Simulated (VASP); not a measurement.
Here is a VASP 6.6.1 calculation.

INCAR

```
PREC     = Accurate       # precision mode
ENCUT    = 520            # plane-wave cutoff, eV
EDIFF    = 1E-7           # SCF threshold, eV
ISMEAR   = -1             # smearing method
SIGMA    = 0.05           # smearing width, eV
LREAL    = F              # projectors in reciprocal space
LASPH    = T              # aspherical terms in the spheres
NELM     = 100            # most SCF steps
ALGO     = Normal         # electronic algorithm
ISIF     = 2              # what is computed and relaxed
LWAVE    = F              # write WAVECAR
LCHARG   = F              # write CHGCAR
GGA      = PS             # functional
NBANDS   = 8              # bands
```

KPOINTS

```
Automatic mesh
0
Gamma
  12 12 12
```

The input POSCAR:

```
Sb
1.0
   -1.5601051026      1.5601051026      2.5357728902
    1.5601051026     -1.5601051026      2.5357728902
    1.5601051026      1.5601051026     -2.5357728902
Sb
1
Direct
    0.0000000000      0.0000000000      0.0000000000
```

Potentials or basis: VASP PAW PBE potentials, release 64 (Sb).

Run with:

```console
$ cat potpaw_PBE.64/Sb/POTCAR > POTCAR
$ mpirun -np 1 vasp_std > vasp.out
```

Task: Estimate the pressure.

Result: 5.1 GPa.

Caveat: the PAW data sets were made with another functional, which shifts forces and pressure a little.
